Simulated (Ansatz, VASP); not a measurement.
**Cu: VASP beside Ansatz**

INCAR

```
ALGO     = Normal         # electronic algorithm
EDIFF    = 1E-7           # SCF threshold, eV
ENCUT    = 520            # plane-wave cutoff, eV
GGA      = RE             # functional
ISIF     = 2              # what is computed and relaxed
ISMEAR   = -1             # smearing method
LASPH    = T              # aspherical terms in the spheres
LCHARG   = F              # write CHGCAR
LREAL    = F              # projectors in reciprocal space
LWAVE    = F              # write WAVECAR
NBANDS   = 12             # bands
NELM     = 80             # most SCF steps
PREC     = Accurate       # precision mode
SIGMA    = 0.1            # smearing width, eV
```

Contents of KPOINTS:

```
k-points
0
Gamma
  17 17 17
```

File POSCAR:

```
Cu
1.0
   -1.3943688483      1.3943688483      1.3943688483
    1.3943688483     -1.3943688483      1.3943688483
    1.3943688483      1.3943688483     -1.3943688483
Cu
1
Direct
    0.0000000000      0.0000000000      0.0000000000
```

Input for Ansatz:

```yaml
crystal:
  lattice:
    - [-1.3943688483, 1.3943688483, 1.3943688483]
    - [1.3943688483, -1.3943688483, 1.3943688483]
    - [1.3943688483, 1.3943688483, -1.3943688483]
  atoms:
    - { symbol: Cu, position: [0.0, 0.0, 0.0] }
hamiltonian:
  xc: revpbe
  pseudopotentials:
    kind: paw
    azcp:
      Cu: "pseudopotentials/Cu.paw.azcp"
basis:
  ecutwfc: 420
  fft_grid_basis: typed
kpoints:
  mp_grid: { grid: [17, 17, 17], shift: [0, 0, 0] }
magnetization:
  spin_polarized: false
scf:
  occupations: { method: fermi_dirac, width: 0.1 }
  lower_state_search: "off"
output:
  stress: true
  write_density: true
  write_potential: true
  elf: true
  volumetric_format: npy
```

Alike in both runs: task single point; functional revPBE; k mesh 17 × 17 × 17; occupations fermi-dirac, width 0.1 eV; no spin polarisation.

```csv
,VASP,Ansatz
version,VASP 6.6.1,Ansatz 0.2.0
potentials or method,"VASP PAW PBE potentials, release 64 (Cu), cutoff 520 eV","plane waves (420 eV) with PAW, scalar-relativistic"
valence electrons in the cell,11,19
```

Ansatz gave:

- pressure (GPa): 22.3

Question: What did VASP give for the same quantities?

Answer: Pressure (GPa): 22.9.

VASP's potentials were made for PBE, not for revPBE. The functional is the same, so the differences come from potentials, cutoffs and numerics. VASP's potentials hold 11 valence electrons a cell and Ansatz's 19, so a difference there can come from the potentials and not from the codes.
